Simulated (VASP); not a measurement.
# Ta (Im-3m) in VASP: further runs, part 2 of 2

VASP 6.6.1.

### 6 Relaxation of cell and atoms, LDA

INCAR reads:

```
PREC     = Accurate       # precision mode
ENCUT    = 600            # plane-wave cutoff, eV
EDIFF    = 1E-7           # SCF threshold, eV
ISMEAR   = -1             # smearing method
SIGMA    = 0.05           # smearing width, eV
LREAL    = False          # projectors in reciprocal space
LASPH    = True           # aspherical terms in the spheres
NELM     = 100            # most SCF steps
ALGO     = Normal         # electronic algorithm
ISIF     = 3              # what is computed and relaxed
LWAVE    = False          # write WAVECAR
LCHARG   = False          # write CHGCAR
GGA      = CA             # functional
IBRION   = 2              # ionic algorithm
NSW      = 80             # ionic steps
EDIFFG   = -0.02          # ionic threshold
```

KPOINTS reads:

```
regular mesh
0
Gamma
  11 11 11
```

POSCAR reads:

```
Ta
1.0
   -1.6512800000      1.6512800000      1.6512800000
    1.6512800000     -1.6512800000      1.6512800000
    1.6512800000      1.6512800000     -1.6512800000
Ta
1
Direct
    0.0000000000      0.0000000000      0.0000000000
```

Potentials or basis: VASP PAW LDA potentials, release 64 (Ta_pv).

Started as:

```sh
$ cat potpaw_LDA.64/Ta_pv/POTCAR > POTCAR
$ mpirun -np 1 vasp_std > vasp.out
```

OUTCAR:

```text
PREC = Accurate
   ENCUT = 600
   EDIFF = 1E-7
   ISMEAR = -1
   LREAL = False
   LASPH = True
   NELM = 100
   ISIF = 3
   GGA = CA
   IBRION = 2
   NSW = 80
   EDIFFG = -0.02

 ion  position               nearest neighbor table
   1  0.000  0.000  0.000-

  LATTYP: Found a body centered cubic cell.
 ALAT       =     3.3025600000

  Lattice vectors:

 A1 = (  -1.6512800000,   1.6512800000,   1.6512800000)
 A2 = (   1.6512800000,  -1.6512800000,   1.6512800000)
 A3 = (   1.6512800000,   1.6512800000,  -1.6512800000)

Analysis of symmetry for initial positions (statically):
=====================================================================
 Subroutine PRICEL returns:
 Original cell was already a primitive cell.

 Routine SETGRP: Setting up the symmetry group for a
 body centered cubic supercell.

 Subroutine GETGRP returns: Found 48 space group operations
 (whereof 48 operations were pure point group operations)
 out of a pool of 48 trial point group operations.

The static configuration has the point symmetry O_h .

Analysis of symmetry for dynamics (positions and initial velocities):
=====================================================================
 Subroutine PRICEL returns:
 Original cell was already a primitive cell.

 Routine SETGRP: Setting up the symmetry group for a
 body centered cubic supercell.

 Subroutine GETGRP returns: Found 48 space group operations
 (whereof 48 operations were pure point group operations)
 out of a pool of 48 trial point group operations.

The dynamic configuration has the point symmetry O_h .

 Subroutine INISYM returns: Found 48 space group operations
 (whereof 48 operations are pure point group operations),
 and found     1 'primitive' translations

----------------------------------------------------------------------------------------

                                     Primitive cell

  volume of cell :      18.0104

  direct lattice vectors                    reciprocal lattice vectors
    -1.651280000  1.651280000  1.651280000     0.000000000  0.302795407  0.302795407
     1.651280000 -1.651280000  1.651280000     0.302795407  0.000000000  0.302795407
     1.651280000  1.651280000 -1.651280000     0.302795407  0.302795407  0.000000000

  length of vectors
     2.860100858  2.860100858  2.860100858     0.428217371  0.428217371  0.428217371

  position of ions in fractional coordinates (direct lattice)
     0.000000000  0.000000000  0.000000000

  ion indices of the primitive-cell ions
   primitive index   ion index
                 1           1

----------------------------------------------------------------------------------------

 KPOINTS: regular mesh

Automatic generation of k-mesh.
 Grid dimensions read from file:
 generate k-points for:   11   11   11

 Generating k-lattice:

  Cartesian coordinates                     Fractional coordinates (reciprocal lattice)
     0.000000000  0.027526855  0.027526855     0.090909091  0.000000000  0.000000000
     0.027526855  0.000000000  0.027526855     0.000000000  0.090909091  0.000000000
     0.027526855  0.027526855  0.000000000     0.000000000  0.000000000  0.090909091

  Length of vectors
     0.038928852  0.038928852  0.038928852

  Shift w.r.t. Gamma in fractional coordinates (k-lattice)
     0.000000000  0.000000000  0.000000000

 Subroutine IBZKPT returns following result:
 ===========================================

 Found     56 irreducible k-points:

 Following reciprocal coordinates:
            Coordinates               Weight
  0.000000  0.000000  0.000000      1.000000
  0.090909  0.000000  0.000000     12.000000
  0.181818  0.000000  0.000000     12.000000
  0.272727  0.000000  0.000000     12.000000
  0.363636  0.000000  0.000000     12.000000
  0.454545  0.000000  0.000000     12.000000
[... 16 lines left out ...]
  0.272727  0.181818  0.090909     48.000000
  0.363636  0.181818  0.090909     24.000000
 [... further k-points ...]
   k-points           NKPTS =     56   k-points in BZ     NKDIM =     56   number of bands    NBANDS=      9
   number of dos      NEDOS =    301   number of ions     NIONS =      1
   total plane-waves  NPLWV =  13824
   dimension x,y,z NGX =    24 NGY =   24 NGZ =   24
   dimension x,y,z NGXF=    48 NGYF=   48 NGZF=   48
   ions per type =               1
   NGX,Y,Z   is equivalent  to a cutoff of  13.95, 13.95, 13.95 a.u.
   NGXF,Y,Z  is equivalent  to a cutoff of  27.90, 27.90, 27.90 a.u.
 SYSTEM =  unknown system
   PREC   = accura    normal or accurate (medium, high low for compatibility)
   ISTART =      0    job   : 0-new  1-cont  2-samecut
   ICHARG =      2    charge: 1-file 2-atom 10-const
   ISPIN  =      1    spin polarized calculation?
   LNONCOLLINEAR =      F non collinear calculations
   LSORBIT =      F    spin-orbit coupling
   LASPH  =      T    aspherical Exc in radial PAW
   ENCUT  =  600.0 eV  44.10 Ry    6.64 a.u.   5.71  5.71  5.71*2*pi/ulx,y,z
   NELM   =    100;   NELMIN=  2; NELMDL= -5     # of ELM steps
   EDIFF  = 0.1E-06   stopping-criterion for ELM
   LREAL  =      F    real-space projection
   EDIFFG = -.2E-01   stopping-criterion for IOM
   NSW    =     80    number of steps for IOM
   IBRION =      2    ionic relax: 0-MD 1-quasi-New 2-CG
   NFREE  =      1    steps in history (QN), initial steepest desc. (CG)
   ISIF   =      3    stress and relaxation
   ISYM   =      2    0-nonsym 1-usesym 2-fastsym
   POTIM  = 0.5000    time-step for ionic-motion
   TEBEG  =    0.0;   TEEND  =   0.0 temperature during run
   PSTRESS=    0.0 pullay stress
   NELECT =      11.0000    total number of electrons
   NUPDOWN=      -1.0000    fix difference up-down
   EMIN   =  10.00;   EMAX   =-10.00  energy-range for DOS
   EFERMI =   0.00;   METHOD = LEGACY
   ISMEAR =    -1;   SIGMA  =   0.05  broadening in eV -4-tet -1-fermi 0-gaus
   EFERMI_NEDOS =   21; number of points for ismear=-14 and -15
   IALGO  =     38    algorithm
   IMIX   =      4    mixing-type and parameters
     AMIX     =   0.40;   BMIX     =  1.00
     AMIX_MAG =   1.60;   BMIX_MAG =  1.00
  volume/ion in A,a.u.               =      18.01       121.54
  Fermi-wavevector in a.u.,A,eV,Ry     =   1.388988  2.624806 26.249534  1.929286
  Thomas-Fermi vector in A             =   2.513061
   LORBIT       =      0    0 simple, 1 ext, 2 COOP (PROOUT), +10 PAW based schemes
   GGA     = CA    functional components
   LHFCALC =     F    Hartree Fock is set to
   AEXX    =    0.0000 exact exchange contribution
   IVDW    =     0    specifies the selected vdW correction
   LEPSILON=     F    determine dielectric tensor
   LRPA    =     F    only Hartree local field effects (RPA)
 conjugate gradient relaxation of ions
 non-spin polarized calculation
  energy-cutoff  :      600.00
  volume of cell :       18.01
 maximum number of plane-waves:       615
   NGX = 11   NGY = 11   NGZ = 11

--------------------------------------- Ionic step        1  -------------------------------------------

 number of electron      11.0000002 magnetization

 Free energy of the ion-electron system (eV)
  ---------------------------------------------------
  ext. energy  EPLUGINS =         0.00000000
  ---------------------------------------------------
  free energy    TOTEN  =       -12.81889910 eV

  energy without entropy =      -12.81151527  energy(sigma->0) =      -12.81520718

------------------------ aborting loop because EDIFF is reached ----------------------------------------

  FORCE on cell =-STRESS in cart. coord.  units (eV):
  Direction    XX          YY          ZZ          XY          YZ          ZX
  --------------------------------------------------------------------------------------
  -------------------------------------------------------------------------------------
  Total       -0.9698427     -0.9698427     -0.9698427     -0.0000000     -0.0000000      0.0000000
  in kB      -86.2759468    -86.2759468    -86.2759468     -0.0000000     -0.0000000      0.0000000
  external PRESSURE =     -86.2759468 kB  Pullay stress =       0.0000000 kB
[... 92 lines left out ...]
--------------------------------------- Ionic step        4  -------------------------------------------

 number of electron      11.0000000 magnetization

 Free energy of the ion-electron system (eV)
  ---------------------------------------------------
  ext. energy  EPLUGINS =         0.00000000
  ---------------------------------------------------
  free energy    TOTEN  =       -12.83922682 eV

  energy without entropy =      -12.83219251  energy(sigma->0) =      -12.83570967

 E-fermi :   5.7411     XC(G=0): -13.0068

 val. band max:        5.7080738847   @ k =  -0.4545  -0.4545   0.0909
 cond. band min:       5.8001236500   @ k =  -0.1818   0.2727   0.0909
 fundamental gap:      0.0920497653
 Fermi energy:         5.7410650619

 k-point     1 :       0.0000    0.0000    0.0000
  band No.  band energies     occupation
      1     -26.9965      2.00000
      2     -26.9965      2.00000
      3     -26.9965      2.00000
      4      -2.2495      2.00000
      5       6.4105      0.00000
      6       6.4105      0.00000
      7       6.4105      0.00000
      8       9.8188      0.00000
      9       9.8188      0.00000
[... 265 lines left out ...]
 k-point    24 :       0.3636    0.1818    0.0909
  band No.  band energies     occupation
      1     -28.1256      2.00000
      2     -27.6200      2.00000
      3     -27.2235      2.00000
      4       2.8155      2.00000
      5       4.0598      2.00000
      6       5.9306      0.04412
      7      10.2915      0.00000
      8      10.8911      0.00000
      9      15.3293      0.00000

 [... further k-points ...]
[... 5 lines left out ...]
  --------------------------------------------------------------------------------------
  -------------------------------------------------------------------------------------
  Total       -0.0043962     -0.0043962     -0.0043962      0.0000000      0.0000000      0.0000000
  in kB       -0.4074841     -0.4074841     -0.4074841      0.0000000      0.0000000      0.0000000
  external PRESSURE =      -0.4074841 kB  Pullay stress =       0.0000000 kB
[... 16 lines left out ...]
  FREE ENERGIE OF THE ION-ELECTRON SYSTEM (eV)
  ---------------------------------------------------
  free  energy   TOTEN  =       -12.8392268198 eV

  energy  without entropy=      -12.8321925130  energy(sigma->0) =      -12.83570967

 reached required accuracy - stopping structural energy minimisation
```

It took 32 s on 1 thread of Intel Xeon 8259CL, shared host; peak memory 0.14 GiB.

Results:

| Item | Value |
| --- | --- |
| Free energy | -12.8392 eV |
| Relaxed volume | 17.29 Å³/atom |
| Relaxed cell | a = 2.821 Å, b = 2.821 Å, c = 2.821 Å, α = 109.47°, β = 109.47°, γ = 109.47° |
| Space group after relaxing (to 0.05 Å) | Im-3m (No. 229) |
| Energy gained by relaxing | 20.3 meV/atom |
| Ionic steps | 4 |
| Pressure after relaxing | 0.0 GPa |

The path:
| step | energy change (eV) | largest force (eV/Å) | pressure (GPa) | volume (Å³) |
| --- | --- | --- | --- | --- |
| 1 | 0.0000 | 0.0000 | -8.63 | 18.01 |
| 2 | 0.1176 | 0.0000 | 28.53 | 15.60 |
| 3 | -0.0203 | 0.0000 | -0.38 | 17.31 |
| 4 | -0.0203 | 0.0000 | -0.04 | 17.29 |

Final structure:
```
CELL_PARAMETERS angstrom
-1.62882 1.62882 1.62882
1.62882 -1.62882 1.62882
1.62882 1.62882 -1.62882
ATOMIC_POSITIONS crystal
Ta 0.00000 0.00000 0.00000
```

Caveat: spin-orbit coupling is left out, which moves the levels of the heavy elements. Zero-point motion and thermal expansion aren't in these numbers.

### 7 Overview

| task | level | potentials or basis | cell | k mesh | cutoff (eV) | smearing | gap on the mesh (eV) | pressure (GPa) |
| --- | --- | --- | --- | --- | --- | --- | --- | --- |
| single point | PBE | VASP PAW PBE potentials, release 64 (Ta_pv) | a = 2.860 Å, angles 109.5°, 1 atom | 11 × 11 × 11 | 520 | gaussian 0.028 eV | none | 2.2 |
| single point | PBE | VASP PAW PBE potentials, release 64 (Ta_pv) | a = 2.860 Å, angles 109.5°, 1 atom | 4 × 4 × 4 | 520 | fermi-dirac 0.04 eV | none | 3.3 |
| single point | LDA | VASP PAW LDA potentials, release 64 (Ta_pv) | a = 2.816 Å, angles 109.5°, 1 atom | 11 × 11 × 11 | 520 | fermi-dirac 0.05 eV | none | 1.1 |
| single point | PBE | VASP PAW PBE potentials, release 64 (Ta_pv) | a = 2.860 Å, angles 109.5°, 1 atom | 11 × 11 × 11 | 520 | gaussian 0.014 eV | none | 2.3 |
| relaxation of cell and atoms | LDA | VASP PAW LDA potentials, release 64 (Ta_pv) | relaxed from a = 2.860 Å, angles 109.5°, 1 atom | 11 × 11 × 11 | 600 | fermi-dirac 0.05 eV | none | 0.0 |

Alike in all rows: no spin polarisation.

Caveats: some runs use coarse meshes; spin-orbit coupling is left out, which moves the levels of the heavy elements.

Total energies depend on the potentials used, so only differences within one code and one set of settings carry meaning.
